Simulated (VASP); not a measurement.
# AlRu (Pm-3m) in VASP: notebook

AlRu is run at these levels: BLYP, PBE, LDA; tasks: single point.

All numbers are computed with VASP 6.6.1; they aren't measurements. Logs are shortened: lines on timing, memory, paths and dates and some standing lists are left out, and cuts for length are marked.

### 1 The cell of the first run

The structure is cubic, space group Pm-3m (No. 221). Conventional cell: a = 2.992 Å, b = 2.992 Å, c = 2.992 Å, α = 90.00°, β = 90.00°, γ = 90.00°. Al (site symmetry m-3m) has 8 Ru at 2.59 Å and 6 Al at 2.99 Å within 3.4 Å. Ru (site symmetry m-3m) has 8 Al at 2.59 Å and 6 Ru at 2.99 Å within 3.4 Å.

### 2 Single point, BLYP

File INCAR:

```
SYSTEM = AlRu
AGGAC = 1.0
AGGAX = 1.0
ALDAC = 0.0
ALDAX = 1.0
ALGO = Normal
EDIFF = 1E-6
ENCUT = 500
GGA = B5
GGA_COMPAT = .False.
ISIF = 2
ISMEAR = -1
LASPH = .True.
LCHARG = .False.
LREAL = .False.
LWAVE = .False.
NBANDS = 16
NELM = 120
PREC = Accurate
SIGMA = 0.15
```

File KPOINTS:

```
k-points
0
Gamma
  11 11 11
  0 0 0
```

File POSCAR:

```
AlRu
1.0
    2.9916000000      0.0000000000      0.0000000000
    0.0000000000      2.9916000000      0.0000000000
    0.0000000000      0.0000000000      2.9916000000
Al Ru
1 1
Direct
    0.0000000000      0.0000000000      0.0000000000
    0.5000000000      0.5000000000      0.5000000000
```

Potentials or basis: VASP PAW PBE potentials, release 64 (Al, Ru_pv).

The run is started by

```
cat potpaw_PBE.64/Al/POTCAR potpaw_PBE.64/Ru_pv/POTCAR > POTCAR
mpirun -np 1 vasp_std > vasp.out
```

OUTCAR:

```text
SYSTEM = AlRu
   EDIFF = 1E-6
   ENCUT = 500
   GGA = B5
   ISIF = 2
   ISMEAR = -1
   LASPH = .True.
   LREAL = .False.
   NELM = 120
   PREC = Accurate

 ion  position               nearest neighbor table
   1  0.000  0.000  0.000-   2 2.59   2 2.59   2 2.59   2 2.59   2 2.59   2 2.59   2 2.59   2 2.59

   2  0.500  0.500  0.500-   1 2.59   1 2.59   1 2.59   1 2.59   1 2.59   1 2.59   1 2.59   1 2.59

  LATTYP: Found a simple cubic cell.
 ALAT       =     2.9916000000

  Lattice vectors:

 A1 = (   2.9916000000,   0.0000000000,   0.0000000000)
 A2 = (   0.0000000000,   2.9916000000,   0.0000000000)
 A3 = (   0.0000000000,   0.0000000000,   2.9916000000)

Analysis of symmetry for initial positions (statically):
=====================================================================
 Subroutine PRICEL returns:
 Original cell was already a primitive cell.

 Routine SETGRP: Setting up the symmetry group for a
 simple cubic supercell.

 Subroutine GETGRP returns: Found 48 space group operations
 (whereof 48 operations were pure point group operations)
 out of a pool of 48 trial point group operations.

The static configuration has the point symmetry O_h .

Analysis of symmetry for dynamics (positions and initial velocities):
=====================================================================
 Subroutine PRICEL returns:
 Original cell was already a primitive cell.

 Routine SETGRP: Setting up the symmetry group for a
 simple cubic supercell.

 Subroutine GETGRP returns: Found 48 space group operations
 (whereof 48 operations were pure point group operations)
 out of a pool of 48 trial point group operations.

The dynamic configuration has the point symmetry O_h .

 Subroutine INISYM returns: Found 48 space group operations
 (whereof 48 operations are pure point group operations),
 and found     1 'primitive' translations

----------------------------------------------------------------------------------------

                                     Primitive cell

  volume of cell :      26.7738

  direct lattice vectors                    reciprocal lattice vectors
     2.991600000  0.000000000  0.000000000     0.334269287  0.000000000  0.000000000
     0.000000000  2.991600000  0.000000000     0.000000000  0.334269287  0.000000000
     0.000000000  0.000000000  2.991600000     0.000000000  0.000000000  0.334269287

  length of vectors
     2.991600000  2.991600000  2.991600000     0.334269287  0.334269287  0.334269287

  position of ions in fractional coordinates (direct lattice)
     0.000000000  0.000000000  0.000000000
     0.500000000  0.500000000  0.500000000

[... 77 lines left out ...]
   LREAL  =      F    real-space projection
   EDIFFG = 0.1E-04   stopping-criterion for IOM
   NSW    =      0    number of steps for IOM
   IBRION =     -1    ionic relax: 0-MD 1-quasi-New 2-CG
   NFREE  =      0    steps in history (QN), initial steepest desc. (CG)
   ISIF   =      2    stress and relaxation
   ISYM   =      2    0-nonsym 1-usesym 2-fastsym
   POTIM  = 0.5000    time-step for ionic-motion
   TEBEG  =    0.0;   TEEND  =   0.0 temperature during run
   PSTRESS=    0.0 pullay stress
   NELECT =      17.0000    total number of electrons
   NUPDOWN=      -1.0000    fix difference up-down
   EMIN   =  10.00;   EMAX   =-10.00  energy-range for DOS
   EFERMI =   0.00;   METHOD = LEGACY
   ISMEAR =    -1;   SIGMA  =   0.15  broadening in eV -4-tet -1-fermi 0-gaus
   EFERMI_NEDOS =   21; number of points for ismear=-14 and -15
   IALGO  =     38    algorithm
   IMIX   =      4    mixing-type and parameters
     AMIX     =   0.40;   BMIX     =  1.00
     AMIX_MAG =   1.60;   BMIX_MAG =  1.00
  volume/ion in A,a.u.               =      13.39        90.34
  Fermi-wavevector in a.u.,A,eV,Ry     =   1.407087  2.659009 26.938090  1.979894
  Thomas-Fermi vector in A             =   2.529382
   LORBIT       =      0    0 simple, 1 ext, 2 COOP (PROOUT), +10 PAW based schemes
   GGA     = B5    functional components
   LHFCALC =     F    Hartree Fock is set to
   AEXX    =    0.0000 exact exchange contribution
   IVDW    =     0    specifies the selected vdW correction
   LEPSILON=     F    determine dielectric tensor
   LRPA    =     F    only Hartree local field effects (RPA)
 non-spin polarized calculation
  energy-cutoff  :      500.00
  volume of cell :       26.77
 maximum number of plane-waves:       703
 NGX is ok and might be reduce to    24
   NGX = 11   NGY = 11   NGZ = 11

 number of electron      16.9999995 magnetization

 Free energy of the ion-electron system (eV)
  ---------------------------------------------------
  ext. energy  EPLUGINS =         0.00000000
  ---------------------------------------------------
  free energy    TOTEN  =       -11.97936069 eV

  energy without entropy =      -11.86320012  energy(sigma->0) =      -11.92128040

 E-fermi :  11.2809     XC(G=0): -11.9722

 val. band max:       11.2740065567   @ k =   0.0909   0.0909   0.0000
 cond. band min:      11.2832403085   @ k =   0.4545   0.3636   0.2727
 fundamental gap:      0.0092337518
 Fermi energy:        11.2808672781

 k-point     1 :       0.0000    0.0000    0.0000
  band No.  band energies     occupation
      1     -30.3662      2.00000
      2     -30.3662      2.00000
      3     -30.3662      2.00000
      4       1.6708      2.00000
      5       7.7397      2.00000
      6       7.7397      2.00000
[... 433 lines left out ...]
      3     -30.3704      2.00000
      4       3.3041      2.00000
      5       7.9145      2.00000
      6       8.2674      2.00000
[... 8 lines left out ...]
     15      25.1109      0.00000
     16      26.1472      0.00000

 [... further k-points ...]

------------------------ aborting loop because EDIFF is reached ----------------------------------------

  FORCE on cell =-STRESS in cart. coord.  units (eV):
  Direction    XX          YY          ZZ          XY          YZ          ZX
  --------------------------------------------------------------------------------------
  -------------------------------------------------------------------------------------
  Total        1.7042291      1.7042291      1.7042291      0.0000000     -0.0000000      0.0000000
  in kB      101.9830500    101.9830500    101.9830500      0.0000000     -0.0000000      0.0000000
  external PRESSURE =     101.9830500 kB  Pullay stress =       0.0000000 kB

 VOLUME and BASIS-vectors are now :
 -----------------------------------------------------------------------------
  energy-cutoff  :      500.00
  volume of cell :       26.77
      direct lattice vectors                 reciprocal lattice vectors
     2.991600000  0.000000000  0.000000000     0.334269287  0.000000000  0.000000000
     0.000000000  2.991600000  0.000000000     0.000000000  0.334269287  0.000000000
     0.000000000  0.000000000  2.991600000     0.000000000  0.000000000  0.334269287

 POSITION                                       TOTAL-FORCE (eV/Angst)
 -----------------------------------------------------------------------------------
      0.00000      0.00000      0.00000         0.000000      0.000000      0.000000
      1.49580      1.49580      1.49580         0.000000      0.000000      0.000000
 -----------------------------------------------------------------------------------
    total drift:                                0.000000     -0.000000     -0.000000

  FREE ENERGIE OF THE ION-ELECTRON SYSTEM (eV)
  ---------------------------------------------------
  free  energy   TOTEN  =       -11.9793606908 eV

  energy  without entropy=      -11.8632001181  energy(sigma->0) =      -11.92128040
```

stdout:

```text
POSCAR found type information on POSCAR AlRu
 POSCAR found :  2 types and       2 ions
 scaLAPACK will be used
 -----------------------------------------------------------------------------
|                                                                             |
|                                                                             |
|     You enforced a specific xc type in the INCAR file but a different       |
|     I HOPE YOU KNOW WHAT YOU ARE DOING!                                     |
|                                                                             |
 -----------------------------------------------------------------------------

 LDA part: xc-table for (Slater(with rela. corr.)+VWN5), standard interpolation
 POSCAR, INCAR and KPOINTS ok, starting setup
 FFT: planning ... GRIDC
 FFT: planning ... GRID_SOFT
 FFT: planning ... GRID
 WAVECAR not read
 entering main loop
```

Wall time 16 s (1 thread of Intel Xeon Platinum 8488C (Sapphire Rapids), shared host); peak memory 0.14 GiB.

What came out:

| Item | Value |
| --- | --- |
| Free energy | -11.9794 eV |
| Pressure | 10.2 GPa |
| Band gap on the k mesh | zero (an odd number of electrons rules out a gap without spin polarisation) |

Levels at points of the mesh, in eV from the Fermi level:
```csv
k point,band 5,band 6,band 7,band 8,band 9,band 10,band 11,band 12,band 13,band 14
"(0.00, 0.00, 0.00)",-3.54,-3.54,0.11,0.11,0.11,6.06,6.06,6.06,11.15,11.15
```

Caveat: the cell stands under pressure; the PAW data sets were made with another functional, which shifts forces and pressure a little.

### 3 Single point, PBE

File INCAR:

```
  ALGO = Normal
  EDIFF = 1E-6
  ENCUT = 500
  GGA = PE
  GGA_COMPAT = False
  ISIF = 2
  ISMEAR = -1
  LASPH = True
  LCHARG = False
  LREAL = False
  LWAVE = False
  NBANDS = 16
  NELM = 120
  PREC = Accurate
  SIGMA = 0.15
```

File KPOINTS:

```
k-points
0
Gamma
  11 11 11
```

POSCAR is that of step 2.

Potentials or basis: VASP PAW PBE potentials, release 64 (Al, Ru_pv).

The run is started by

```
cat potpaw_PBE.64/Al/POTCAR potpaw_PBE.64/Ru_pv/POTCAR > POTCAR
mpirun -np 1 vasp_std > vasp.out
```

It took 11 s on 1 thread of Intel Xeon Platinum 8488C (Sapphire Rapids), shared host; peak memory 0.15 GiB.

The run converged. Its results:

```
Free energy            : -14.3098 eV
Pressure               : 3.1 GPa
Band gap on the k mesh : zero (an odd number of electrons rules out a gap without spin polarisation)
```

Levels at points of the mesh, in eV from the Fermi level:
| k point | band 6 | band 7 | band 8 | band 9 | band 10 | band 11 | band 12 | band 13 |
| --- | --- | --- | --- | --- | --- | --- | --- | --- |
| (0.00, 0.00, 0.00) | -3.60 | 0.15 | 0.15 | 0.15 | 6.05 | 6.05 | 6.05 | 10.95 |

Caveat: the cell stands under pressure.

[end of part 1 of 2]
